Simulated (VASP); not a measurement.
# BaS (F-43m) in VASP: further runs

BaS is run at these levels: r2SCAN; tasks: single point.

All numbers are computed with VASP 6.6.1; they aren't measurements. Logs are shortened: lines on timing, memory, paths and dates and some standing lists are left out, and cuts for length are marked.

## Step 1: The cell of the first run

Symmetry: F-43m, No. 216, cubic system. The conventional cell has a = 6.895 Å, b = 6.895 Å, c = 6.895 Å, α = 90.00°, β = 90.00°, γ = 90.00°. Ba (site symmetry -43m) has 4 S at 2.99 Å within 3.9 Å. S (site symmetry -43m) has 4 Ba at 2.99 Å within 3.9 Å.

## Step 2: Single point, r2SCAN (volume changed by -6%)

Contents of POSCAR:

```
BaS
1.0
    0.0000000000      3.4475668816      3.4475668816
    3.4475668816      0.0000000000      3.4475668816
    3.4475668816      3.4475668816      0.0000000000
Ba S
1 1
Direct
    0.0000000000      0.0000000000      0.0000000000
    0.2500000000      0.2500000000      0.2500000000
```

Contents of INCAR.step1:

```
PREC     = Accurate       # precision mode
ENCUT    = 520            # plane-wave cutoff, eV
ISMEAR   = 0              # smearing method
SIGMA    = 0.01           # smearing width, eV
LREAL    = F              # projectors in reciprocal space
LASPH    = T              # aspherical terms in the spheres
NELM     = 100            # most SCF steps
NBANDS   = 15             # bands
GGA      = PE             # functional
ALGO     = Normal         # electronic algorithm
EDIFF    = 1E-4           # SCF threshold, eV
LWAVE    = T              # write WAVECAR
LCHARG   = F              # write CHGCAR
```

Contents of INCAR.step2:

```
PREC     = Accurate       # precision mode
ENCUT    = 520            # plane-wave cutoff, eV
EDIFF    = 1E-7           # SCF threshold, eV
ISMEAR   = 0              # smearing method
SIGMA    = 0.01           # smearing width, eV
LREAL    = F              # projectors in reciprocal space
LASPH    = T              # aspherical terms in the spheres
NELM     = 100            # most SCF steps
ALGO     = Normal         # electronic algorithm
ISIF     = 2              # what is computed and relaxed
LWAVE    = F              # write WAVECAR
LCHARG   = F              # write CHGCAR
METAGGA  = R2SCAN         # meta-GGA
LMIXTAU  = T            
NBANDS   = 15             # bands
ISTART   = 1
```

Contents of KPOINTS:

```
Automatic mesh
0
Gamma
  6 6 6
```

Potentials or basis: VASP PAW PBE potentials, release 64 (Ba_sv, S).

Command:

```
> cat potpaw_PBE.64/Ba_sv/POTCAR potpaw_PBE.64/S/POTCAR > POTCAR
> cp INCAR.step1 INCAR
> mpirun -np 1 vasp_std > vasp.out
> cp INCAR.step2 INCAR
> mpirun -np 1 vasp_std > vasp.out
```

OUTCAR:

```text
PREC = Accurate
   ENCUT = 520
   EDIFF = 1E-7
   ISMEAR = 0
   LREAL = F
   LASPH = T
   NELM = 100
   ISIF = 2
   METAGGA = R2SCAN
   ISTART = 1

 ion  position               nearest neighbor table
   1  0.000  0.000  0.000-   2 2.99   2 2.99   2 2.99   2 2.99
   2  0.250  0.250  0.250-   1 2.99   1 2.99   1 2.99   1 2.99

  LATTYP: Found a face centered cubic cell.
 ALAT       =     6.8951337632

  Lattice vectors:

 A1 = (   0.0000000000,   3.4475668816,   3.4475668816)
 A2 = (   3.4475668816,   0.0000000000,   3.4475668816)
 A3 = (   3.4475668816,   3.4475668816,   0.0000000000)

Analysis of symmetry for initial positions (statically):
=====================================================================
 Subroutine PRICEL returns:
 Original cell was already a primitive cell.

 Routine SETGRP: Setting up the symmetry group for a
 face centered cubic supercell.

 Subroutine GETGRP returns: Found 24 space group operations
 (whereof 24 operations were pure point group operations)
 out of a pool of 48 trial point group operations.

The static configuration has the point symmetry T_d .

Analysis of symmetry for dynamics (positions and initial velocities):
=====================================================================
 Subroutine PRICEL returns:
 Original cell was already a primitive cell.

 Routine SETGRP: Setting up the symmetry group for a
 face centered cubic supercell.

 Subroutine GETGRP returns: Found 24 space group operations
 (whereof 24 operations were pure point group operations)
 out of a pool of 48 trial point group operations.

The dynamic configuration has the point symmetry T_d .

 Subroutine INISYM returns: Found 24 space group operations
 (whereof 24 operations are pure point group operations),
 and found     1 'primitive' translations

----------------------------------------------------------------------------------------

                                     Primitive cell

  volume of cell :      81.9536

  direct lattice vectors                    reciprocal lattice vectors
     0.000000000  3.447566882  3.447566882    -0.145029819  0.145029819  0.145029819
     3.447566882  0.000000000  3.447566882     0.145029819 -0.145029819  0.145029819
     3.447566882  3.447566882  0.000000000     0.145029819  0.145029819 -0.145029819

  length of vectors
     4.875595841  4.875595841  4.875595841     0.251199015  0.251199015  0.251199015

[... 78 lines left out ...]
   ISYM   =      2    0-nonsym 1-usesym 2-fastsym
   POTIM  = 0.5000    time-step for ionic-motion
   TEBEG  =    0.0;   TEEND  =   0.0 temperature during run
   PSTRESS=    0.0 pullay stress
   NELECT =      16.0000    total number of electrons
   NUPDOWN=      -1.0000    fix difference up-down
   EMIN   =  10.00;   EMAX   =-10.00  energy-range for DOS
   EFERMI =   0.00;   METHOD = LEGACY
   ISMEAR =     0;   SIGMA  =   0.01  broadening in eV -4-tet -1-fermi 0-gaus
   EFERMI_NEDOS =   21; number of points for ismear=-14 and -15
   IALGO  =     38    algorithm
   IMIX   =      4    mixing-type and parameters
     AMIX     =   0.40;   BMIX     =  1.00
     AMIX_MAG =   1.60;   BMIX_MAG =  1.00
  volume/ion in A,a.u.               =      40.98       276.53
  Fermi-wavevector in a.u.,A,eV,Ry     =   0.949712  1.794696 12.271825  0.901954
  Thomas-Fermi vector in A             =   2.078021
   LORBIT       =      0    0 simple, 1 ext, 2 COOP (PROOUT), +10 PAW based schemes
   METAGGA = R2SCAN    functional components
   LHFCALC =     F    Hartree Fock is set to
   AEXX    =    0.0000 exact exchange contribution
   IVDW    =     0    specifies the selected vdW correction
   LEPSILON=     F    determine dielectric tensor
   LRPA    =     F    only Hartree local field effects (RPA)
 non-spin polarized calculation
 Gauss-broadening in eV      SIGMA  =   0.01
  energy-cutoff  :      520.00
  volume of cell :       81.95
 maximum number of plane-waves:      2229
   NGX = 19   NGY = 19   NGZ = 19

 number of electron      15.9999999 magnetization

 Free energy of the ion-electron system (eV)
  ---------------------------------------------------
  ext. energy  EPLUGINS =         0.00000000
  ---------------------------------------------------
  free energy    TOTEN  =       -38.56957515 eV

  energy without entropy =      -38.56957515  energy(sigma->0) =      -38.56957515

 E-fermi :  -0.0624     XC(G=0):  -7.8509

 val. band max:       -0.1583079108   @ k =  -0.3333   0.5000   0.1667
 cond. band min:       3.0163092505   @ k =   0.0000   0.0000   0.0000
 fundamental gap:      3.1746171612
 Fermi energy:        -0.0624479732

 k-point     1 :       0.0000    0.0000    0.0000
  band No.  band energies     occupation
      1     -26.8138      2.00000
      2     -11.5862      2.00000
      3     -11.5862      2.00000
      4     -11.5862      2.00000
      5     -10.6164      2.00000
      6      -0.9596      2.00000
      7      -0.9596      2.00000
      8      -0.9596      2.00000
      9       3.0163      0.00000
     10       5.4672      0.00000
     11       5.4672      0.00000
     12       7.5206      0.00000
     13       7.5206      0.00000
     14       7.5206      0.00000
[... 257 lines left out ...]
      2     -12.5830      2.00000
      3     -11.7617      2.00000
      4     -11.7199      2.00000
      5      -9.4489      2.00000
      6      -1.0821      2.00000
      7      -0.4744      2.00000
      8      -0.1583      2.00000
      9       3.5286      0.00000
     10       4.6640      0.00000
     11       6.4902      0.00000
     12       6.9147      0.00000
     13       7.9527      0.00000
     14       9.3275      0.00000
     15       9.7277      0.00000

------------------------ aborting loop because EDIFF is reached ----------------------------------------

  FORCE on cell =-STRESS in cart. coord.  units (eV):
  Direction    XX          YY          ZZ          XY          YZ          ZX
  --------------------------------------------------------------------------------------
  -------------------------------------------------------------------------------------
  Total        1.2948921      1.2948921      1.2948921      0.0000000      0.0000000      0.0000000
  in kB       25.3148914     25.3148914     25.3148914      0.0000000      0.0000000      0.0000000
  external PRESSURE =      25.3148914 kB  Pullay stress =       0.0000000 kB

 VOLUME and BASIS-vectors are now :
 -----------------------------------------------------------------------------
  energy-cutoff  :      520.00
  volume of cell :       81.95
      direct lattice vectors                 reciprocal lattice vectors
     0.000000000  3.447566882  3.447566882    -0.145029819  0.145029819  0.145029819
     3.447566882  0.000000000  3.447566882     0.145029819 -0.145029819  0.145029819
     3.447566882  3.447566882  0.000000000     0.145029819  0.145029819 -0.145029819

 POSITION                                       TOTAL-FORCE (eV/Angst)
 -----------------------------------------------------------------------------------
      0.00000      0.00000      0.00000         0.000000      0.000000      0.000000
      1.72378      1.72378      1.72378        -0.000000     -0.000000     -0.000000
 -----------------------------------------------------------------------------------
    total drift:                               -0.000000     -0.000000     -0.000000

  FREE ENERGIE OF THE ION-ELECTRON SYSTEM (eV)
  ---------------------------------------------------
  free  energy   TOTEN  =       -38.5695751519 eV

  energy  without entropy=      -38.5695751519  energy(sigma->0) =      -38.56957515
```

It took 38 s on 1 thread of Intel Xeon 6975P-C (Granite Rapids), shared host; peak memory 0.22 GiB.

Results:

```
Free energy            : -38.5696 eV
Pressure               : 2.5 GPa
Band gap on the k mesh : 3.17 eV, indirect (least direct gap 3.69 eV)
```

Caveat: the PAW data sets were made with another functional, which shifts forces and pressure a little; spin-orbit coupling is left out, which moves the levels of the heavy elements. A k mesh can miss the band edges.

## Step 3: Single point, r2SCAN (volume changed by -3%)

Contents of POSCAR:

```
BaS
1.0
    0.0000000000      3.4838597264      3.4838597264
    3.4838597264      0.0000000000      3.4838597264
    3.4838597264      3.4838597264      0.0000000000
Ba S
1 1
Direct
    0.0000000000      0.0000000000      0.0000000000
    0.2500000000      0.2500000000      0.2500000000
```

Contents of INCAR.step1:

```
SYSTEM = BaS
PREC = Accurate
ENCUT = 520
ISMEAR = 0
SIGMA = 0.01
LREAL = .FALSE.
LASPH = .TRUE.
NELM = 60
NBANDS = 15
GGA = PE
ALGO = Normal
EDIFF = 1E-4
LWAVE = .TRUE.
LCHARG = .FALSE.
```

Contents of INCAR.step2:

```
SYSTEM = BaS
PREC = Accurate
ENCUT = 520
EDIFF = 1E-6
ISMEAR = 0
SIGMA = 0.01
LREAL = .FALSE.
LASPH = .TRUE.
NELM = 60
ALGO = Normal
ISIF = 2
LWAVE = .FALSE.
LCHARG = .TRUE.
METAGGA = R2SCAN
LMIXTAU = .TRUE.
LELF = .TRUE.
LVHAR = .TRUE.
NBANDS = 15
ISTART = 1
```

Contents of KPOINTS:

```
regular mesh
0
G
  6 6 6
  0 0 0
```

Potentials or basis: VASP PAW PBE potentials, release 64 (Ba_sv, S).

Command:

```
> cat potpaw_PBE.64/Ba_sv/POTCAR potpaw_PBE.64/S/POTCAR > POTCAR
> cp INCAR.step1 INCAR
> mpirun -np 1 vasp_std > vasp.out
> cp INCAR.step2 INCAR
> mpirun -np 1 vasp_std > vasp.out
```

Run time: 48 s. Hardware: 1 thread of Intel Xeon 6975P-C (Granite Rapids), shared host; peak memory 0.26 GiB.

Results (log left out):

```yaml
Free_energy: -38.6015 eV
Pressure: 1.4 GPa
Band_gap_on_the_k_mesh: 3.13 eV, indirect (least direct gap 3.69 eV)
```

Levels at points of the mesh, in eV from the valence-band top:
```csv
k point,band 5,band 6,band 7,band 8,band 9,band 10,band 11,band 12
"(0.00, 0.00, 0.00)",-10.40,-0.74,-0.74,-0.74,3.13,5.59,5.59,7.57
"(0.50, 0.00, 0.00)",-9.61,-0.61,-0.46,-0.46,4.79,5.78,5.78,5.94
"(0.50, 0.50, 0.00)",-9.39,-1.14,-0.01,-0.01,3.72,5.03,6.91,6.91
```

Caveat: the PAW data sets were made with another functional, which shifts forces and pressure a little; spin-orbit coupling is left out, which moves the levels of the heavy elements. A k mesh can miss the band edges.

[end of part 1 of 2]
